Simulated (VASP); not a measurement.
Input of a VASP 6.6.1 run:

Contents of INCAR:

```
SYSTEM = SrCl2
PREC = Accurate ; ENCUT = 520
EDIFF = 1E-6 ; ISMEAR = 0
SIGMA = 0.05 ; LREAL = .False.
LASPH = .True. ; NELM = 100
ALGO = Normal ; ISIF = 2
LWAVE = .False. ; LCHARG = .False.
GGA = PE ; NBANDS = 19
```

Contents of KPOINTS:

```
Automatic mesh
0
Gamma
  6 6 6
  0 0 0
```

File POSCAR:

```
SrCl2
1.0
    0.0000000000      3.4840340363      3.5896108253
    3.4840340363      0.0000000000      3.5896108253
    3.4840340363      3.4840340363      0.0000000000
Sr Cl
1 2
Direct
    0.0000000000      0.0000000000      0.0000000000
    0.2500000000      0.2500000000      0.2500000000
    0.7500000000      0.7500000000      0.7500000000
```

Potentials or basis: VASP PAW PBE potentials, release 64 (Sr_sv, Cl).

The run is started by

```bash
$ cat potpaw_PBE.64/Sr_sv/POTCAR potpaw_PBE.64/Cl/POTCAR > POTCAR
$ mpirun -np 1 vasp_std > vasp.out
```

Q: What does it give for the pressure?

A: 0.1 GPa.

Q: What does it give for the band gap on the k mesh?

A: 5.15 eV, indirect (least direct gap 5.44 eV).

Stress tensor (GPa, compression positive):
```
 0.62  0.00  0.00
 0.00  0.62  0.00
 0.00  0.00 -0.85
```

Caveat: the cell differs from its parent crystal (strain +e along x and -e along y +0.0000, strain +e along z and -e/2 along x and y +0.0200). A k mesh can miss the band edges.
